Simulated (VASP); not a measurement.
# TiAl (P-6m2) in VASP: notebook, part 2 of 2

VASP 6.6.1. The steps go on from the part before.

## (3) Single point, PBEsol

This run uses another cell than the first one, of the same volume but with other edges.

Contents of INCAR:

```
PREC = Accurate
ENCUT = 500
EDIFF = 1E-6
ISMEAR = 0
SIGMA = 0.15
LREAL = False
LASPH = True
NELM = 120
ALGO = Normal
ISIF = 2
LWAVE = False
LCHARG = False
GGA = PS
NBANDS = 14
GGA_COMPAT = False
```

Contents of KPOINTS:

```
Automatic mesh
0
Gamma
  24 24 14
```

Contents of POSCAR:

```
TiAl
1.0
    2.7587679368      0.0000000000      0.0000000000
   -1.3793839684      2.3891631164      0.0000000000
    0.0000000000      0.0000000000      4.9230234495
Ti Al
1 1
Direct
    0.0000000000      0.0000000000      0.0000000000
    0.3333333333      0.6666666667      0.5000000000
```

Potentials or basis: VASP PAW PBE potentials, release 64 (Ti_sv, Al).

The run is started by

```console
$ cat potpaw_PBE.64/Ti_sv/POTCAR potpaw_PBE.64/Al/POTCAR > POTCAR
$ mpirun -np 1 vasp_std > vasp.out
```

OUTCAR:

```text
PREC = Accurate
   ENCUT = 500
   EDIFF = 1E-6
   ISMEAR = 0
   LREAL = False
   LASPH = True
   NELM = 120
   ISIF = 2
   GGA = PS

 ion  position               nearest neighbor table
   1  0.000  0.000  0.000-   2 2.93   2 2.93   2 2.93   2 2.93   2 2.93   2 2.93
   2  0.333  0.667  0.500-   1 2.93   1 2.93   1 2.93   1 2.93   1 2.93   1 2.93

  LATTYP: Found a hexagonal cell.
 ALAT       =     2.7587679368
 C/A-ratio  =     1.7845007490

  Lattice vectors:

 A1 = (   2.7587679368,   0.0000000000,   0.0000000000)
 A2 = (  -1.3793839684,   2.3891631164,   0.0000000000)
 A3 = (   0.0000000000,   0.0000000000,   4.9230234495)

Analysis of symmetry for initial positions (statically):
=====================================================================
 Subroutine PRICEL returns:
 Original cell was already a primitive cell.

 Routine SETGRP: Setting up the symmetry group for a
 hexagonal supercell.

 Subroutine GETGRP returns: Found 12 space group operations
 (whereof 12 operations were pure point group operations)
 out of a pool of 24 trial point group operations.

The static configuration has the point symmetry D_3h.

Analysis of symmetry for dynamics (positions and initial velocities):
=====================================================================
 Subroutine PRICEL returns:
 Original cell was already a primitive cell.

 Routine SETGRP: Setting up the symmetry group for a
 hexagonal supercell.

 Subroutine GETGRP returns: Found 12 space group operations
 (whereof 12 operations were pure point group operations)
 out of a pool of 24 trial point group operations.

The dynamic configuration has the point symmetry D_3h.

 Subroutine INISYM returns: Found 12 space group operations
 (whereof 12 operations are pure point group operations),
 and found     1 'primitive' translations

----------------------------------------------------------------------------------------

                                     Primitive cell

  volume of cell :      32.4484

  direct lattice vectors                    reciprocal lattice vectors
     2.758767937  0.000000000  0.000000000     0.362480652  0.209278302  0.000000000
    -1.379383968  2.389163116  0.000000000     0.000000000  0.418556604  0.000000000
     0.000000000  0.000000000  4.923023449     0.000000000  0.000000000  0.203127206

  length of vectors
     2.758767937  2.758767937  4.923023449     0.418556604  0.418556604  0.203127206

  position of ions in fractional coordinates (direct lattice)
     0.000000000  0.000000000  0.000000000
     0.333333333  0.666666667  0.500000000

  ion indices of the primitive-cell ions
   primitive index   ion index
                 1           1
                 2           2

----------------------------------------------------------------------------------------

 KPOINTS: Automatic mesh

Automatic generation of k-mesh.
 Grid dimensions read from file:
 generate k-points for:   24   24   14

 Generating k-lattice:

  Cartesian coordinates                     Fractional coordinates (reciprocal lattice)
     0.015103360  0.008719929  0.000000000     0.041666667 -0.000000000  0.000000000
     0.000000000  0.017439858  0.000000000     0.000000000  0.041666667  0.000000000
     0.000000000  0.000000000  0.014509086     0.000000000  0.000000000  0.071428571

  Length of vectors
     0.017439858  0.017439858  0.014509086

  Shift w.r.t. Gamma in fractional coordinates (k-lattice)
     0.000000000  0.000000000  0.000000000

 Subroutine IBZKPT returns following result:
 ===========================================

 Found    488 irreducible k-points:

 Following reciprocal coordinates:
            Coordinates               Weight
  0.000000  0.000000  0.000000      1.000000
  0.041667 -0.000000  0.000000      6.000000
  0.083333  0.000000  0.000000      6.000000
  0.125000 -0.000000  0.000000      6.000000
  0.166667 -0.000000  0.000000      6.000000
  0.208333 -0.000000  0.000000      6.000000
[... 16 lines left out ...]
  0.416667  0.041667  0.000000     12.000000
  0.458333  0.041667  0.000000     12.000000
 [... further k-points ...]
   k-points           NKPTS =    488   k-points in BZ     NKDIM =    488   number of bands    NBANDS=     14
   number of dos      NEDOS =    301   number of ions     NIONS =      2
   total plane-waves  NPLWV =  14400
   dimension x,y,z NGX =    20 NGY =   20 NGZ =   36
   dimension x,y,z NGXF=    40 NGYF=   40 NGZF=   72
   ions per type =               1   1
   NGX,Y,Z   is equivalent  to a cutoff of  12.05, 12.05, 12.16 a.u.
   NGXF,Y,Z  is equivalent  to a cutoff of  24.10, 24.10, 24.31 a.u.
 SYSTEM =  unknown system
   PREC   = accura    normal or accurate (medium, high low for compatibility)
   ISTART =      0    job   : 0-new  1-cont  2-samecut
   ICHARG =      2    charge: 1-file 2-atom 10-const
   ISPIN  =      1    spin polarized calculation?
   LNONCOLLINEAR =      F non collinear calculations
   LSORBIT =      F    spin-orbit coupling
   LASPH  =      T    aspherical Exc in radial PAW
   ENCUT  =  500.0 eV  36.75 Ry    6.06 a.u.   5.03  5.03  8.98*2*pi/ulx,y,z
   NELM   =    120;   NELMIN=  2; NELMDL= -5     # of ELM steps
   EDIFF  = 0.1E-05   stopping-criterion for ELM
   LREAL  =      F    real-space projection
   EDIFFG = 0.1E-04   stopping-criterion for IOM
   NSW    =      0    number of steps for IOM
   IBRION =     -1    ionic relax: 0-MD 1-quasi-New 2-CG
   NFREE  =      0    steps in history (QN), initial steepest desc. (CG)
   ISIF   =      2    stress and relaxation
   ISYM   =      2    0-nonsym 1-usesym 2-fastsym
   POTIM  = 0.5000    time-step for ionic-motion
   TEBEG  =    0.0;   TEEND  =   0.0 temperature during run
   PSTRESS=    0.0 pullay stress
   NELECT =      15.0000    total number of electrons
   NUPDOWN=      -1.0000    fix difference up-down
   EMIN   =  10.00;   EMAX   =-10.00  energy-range for DOS
   EFERMI =   0.00;   METHOD = LEGACY
   ISMEAR =     0;   SIGMA  =   0.15  broadening in eV -4-tet -1-fermi 0-gaus
   EFERMI_NEDOS =   21; number of points for ismear=-14 and -15
   IALGO  =     38    algorithm
   IMIX   =      4    mixing-type and parameters
     AMIX     =   0.40;   BMIX     =  1.00
     AMIX_MAG =   1.60;   BMIX_MAG =  1.00
  volume/ion in A,a.u.               =      16.22       109.49
  Fermi-wavevector in a.u.,A,eV,Ry     =   1.265827  2.392066 21.800854  1.602318
  Thomas-Fermi vector in A             =   2.399060
   LORBIT       =      0    0 simple, 1 ext, 2 COOP (PROOUT), +10 PAW based schemes
   GGA     = PS    functional components
   LHFCALC =     F    Hartree Fock is set to
   AEXX    =    0.0000 exact exchange contribution
   IVDW    =     0    specifies the selected vdW correction
   LEPSILON=     F    determine dielectric tensor
   LRPA    =     F    only Hartree local field effects (RPA)
 non-spin polarized calculation
 Gauss-broadening in eV      SIGMA  =   0.15
  energy-cutoff  :      500.00
  volume of cell :       32.45
 maximum number of plane-waves:       843
 NGX is ok and might be reduce to    20

 number of electron      15.0000008 magnetization

 Free energy of the ion-electron system (eV)
  ---------------------------------------------------
  ext. energy  EPLUGINS =         0.00000000
  ---------------------------------------------------
  free energy    TOTEN  =       -12.84371962 eV

  energy without entropy =      -12.82083498  energy(sigma->0) =      -12.83227730

 E-fermi :   8.1736     XC(G=0): -11.1356

 val. band max:        8.1710550765   @ k =   0.2500   0.1667   0.1429
 cond. band min:       8.1746055649   @ k =   0.2083   0.1667   0.2857
 fundamental gap:      0.0035504884
 Fermi energy:         8.1736096925

 k-point     1 :       0.0000    0.0000    0.0000
  band No.  band energies     occupation
      1     -48.1258      2.00000
      2     -24.5627      2.00000
      3     -23.9810      2.00000
      4     -23.9810      2.00000
      5      -1.1477      2.00000
      6       5.3961      2.00000
      7       5.5906      2.00000
      8       9.4665      0.00000
      9       9.4665      0.00000
     10      11.0612      0.00000
     11      11.2186      0.00000
     12      11.2186      0.00000
     13      22.0098      0.00000
     14      22.0098      0.00000
[... 375 lines left out ...]
 k-point    24 :       0.4583    0.0417    0.0000
  band No.  band energies     occupation
      1     -47.9751      2.00000
      2     -24.7974      2.00000
      3     -24.4248      2.00000
      4     -24.1769      2.00000
      5       4.3299      2.00000
      6       5.6744      2.00000
      7       6.4513      2.00000
      8       6.9239      2.00000
      9      10.3613      0.00000
     10      11.9317      0.00000
     11      12.0612      0.00000
     12      12.2901      0.00000
     13      13.4859      0.00000
     14      16.0184      0.00000

 [... further k-points ...]
[... 5 lines left out ...]
  --------------------------------------------------------------------------------------
  -------------------------------------------------------------------------------------
  Total        1.0678374      1.0678374     -2.2997514      0.0000000      0.0000000      0.0000000
  in kB       52.7257571     52.7257571   -113.5529952      0.0000000      0.0000000      0.0000000
  external PRESSURE =      -2.7004936 kB  Pullay stress =       0.0000000 kB

 VOLUME and BASIS-vectors are now :
 -----------------------------------------------------------------------------
  energy-cutoff  :      500.00
  volume of cell :       32.45
      direct lattice vectors                 reciprocal lattice vectors
     2.758767937  0.000000000  0.000000000     0.362480652  0.209278302  0.000000000
    -1.379383968  2.389163116  0.000000000     0.000000000  0.418556604  0.000000000
     0.000000000  0.000000000  4.923023449     0.000000000  0.000000000  0.203127206

 POSITION                                       TOTAL-FORCE (eV/Angst)
 -----------------------------------------------------------------------------------
      0.00000      0.00000      0.00000        -0.000000      0.000000      0.000000
     -0.00000      1.59278      2.46151         0.000000     -0.000000      0.000000
 -----------------------------------------------------------------------------------
    total drift:                                0.000000     -0.000000      0.000000

  FREE ENERGIE OF THE ION-ELECTRON SYSTEM (eV)
  ---------------------------------------------------
  free  energy   TOTEN  =       -12.8437196231 eV

  energy  without entropy=      -12.8208349844  energy(sigma->0) =      -12.83227730
```

stdout:

```text
POSCAR found type information on POSCAR TiAl
 POSCAR found :  2 types and       2 ions
 scaLAPACK will be used
 -----------------------------------------------------------------------------
|                                                                             |
|                                                                             |
|     You enforced a specific xc type in the INCAR file but a different       |
|     I HOPE YOU KNOW WHAT YOU ARE DOING!                                     |
|                                                                             |
 -----------------------------------------------------------------------------

 LDA part: xc-table for (Slater+PW92), standard interpolation
 POSCAR, INCAR and KPOINTS ok, starting setup
 FFT: planning ... GRIDC
 FFT: planning ... GRID_SOFT
 FFT: planning ... GRID
 WAVECAR not read
 entering main loop
```

Wall time 64 s (1 thread of Intel Xeon 6975P-C (Granite Rapids), shared host); peak memory 0.31 GiB.

Results:

```
Free energy            : -12.8437 eV
Pressure               : -0.3 GPa
Band gap on the k mesh : zero (an odd number of electrons rules out a gap without spin polarisation)
```

Stress tensor (GPa, compression positive):
```
  5.27   0.00   0.00
  0.00   5.27   0.00
  0.00   0.00 -11.36
```

Caveat: the stress differs along the axes, from -11 to 5 GPa; the PAW data sets were made with another functional, which shifts forces and pressure a little.

## (4) Single point, PBEsol

This run uses another cell than the first one, of the same volume but with other edges.

Contents of INCAR:

```
SYSTEM = TiAl
ALGO = Normal ; EDIFF = 1E-6
ENCUT = 500 ; GGA = PS
GGA_COMPAT = .False. ; ISIF = 2
ISMEAR = 0 ; LASPH = .True.
LCHARG = .False. ; LREAL = .False.
LWAVE = .False. ; NBANDS = 14
NELM = 120 ; PREC = Accurate
SIGMA = 0.15
```

Contents of KPOINTS:

```
k-points
0
Gamma
  24 24 14
  0 0 0
```

Contents of POSCAR:

```
TiAl
1.0
    2.8868373830      0.0000000000      0.0000000000
   -1.4434186915      2.5000745103      0.0000000000
    0.0000000000      0.0000000000      4.4959099395
Ti Al
1 1
Direct
    0.0000000000      0.0000000000      0.0000000000
    0.3333333333      0.6666666667      0.5000000000
```

The run is started by

```console
$ cat potpaw_PBE.64/Ti_sv/POTCAR potpaw_PBE.64/Al/POTCAR > POTCAR
$ mpirun -np 1 vasp_std > vasp.out
```

Wall time 64 s (1 thread of Intel Xeon 6975P-C (Granite Rapids), shared host); peak memory 0.33 GiB.

It converged, with:

```yaml
Free_energy: -12.9311 eV
Pressure: 0.7 GPa
Band_gap_on_the_k_mesh: zero (an odd number of electrons rules out a gap without spin polarisation)
```

Stress tensor (GPa, compression positive):
```
-1.16  0.00  0.00
 0.00 -1.16  0.00
 0.00  0.00  4.33
```

Levels at points of the mesh, in eV from the Fermi level:
```
           k point  band 5  band 6  band 7  band 8  band 9  band 10  band 11  band 12
(0.00, 0.00, 0.00)   -8.94   -2.15   -1.43    1.27    1.27     2.71     2.71     4.59
(0.50, 0.00, 0.00)   -3.82   -2.90   -1.53   -0.95    2.03     3.93     4.30     4.46
(0.00, 0.00, 0.50)   -7.88   -5.23   -0.20    1.29    1.29     2.60     2.60     7.63
(0.50, 0.00, 0.50)   -3.77   -2.34   -1.84    0.51    1.05     1.76     3.39     3.93
```

Caveat: the stress differs along the axes, from -1 to 4 GPa; the PAW data sets were made with another functional, which shifts forces and pressure a little.

## (5) Overview

| cell | gap on the mesh (eV) | pressure (GPa) |
| --- | --- | --- |
| a = 2.928, b = 2.928, c = 4.370 Å, angles 90.0, 90.0, 120.0°, 2 atoms | none | 1.6 |
| a = 2.759, b = 2.759, c = 4.923 Å, angles 90.0, 90.0, 120.0°, 2 atoms | none | -0.3 |
| a = 2.887, b = 2.887, c = 4.496 Å, angles 90.0, 90.0, 120.0°, 2 atoms | none | 0.7 |

Alike in all rows: task single point; level PBEsol; potentials or basis VASP PAW PBE potentials, release 64 (Ti_sv, Al); no spin polarisation; k mesh 24 × 24 × 14; cutoff (eV) 500; smearing gaussian 0.15 eV.

Caveats: the PAW data sets were made with another functional, which shifts forces and pressure a little; the stress differs along the axes, from -2 to 9 GPa (at least some runs); the stress differs along the axes, from -11 to 5 GPa (at least some runs); the stress differs along the axes, from -1 to 4 GPa (at least some runs).

Absolute energies hang on the potentials; compare differences alone.
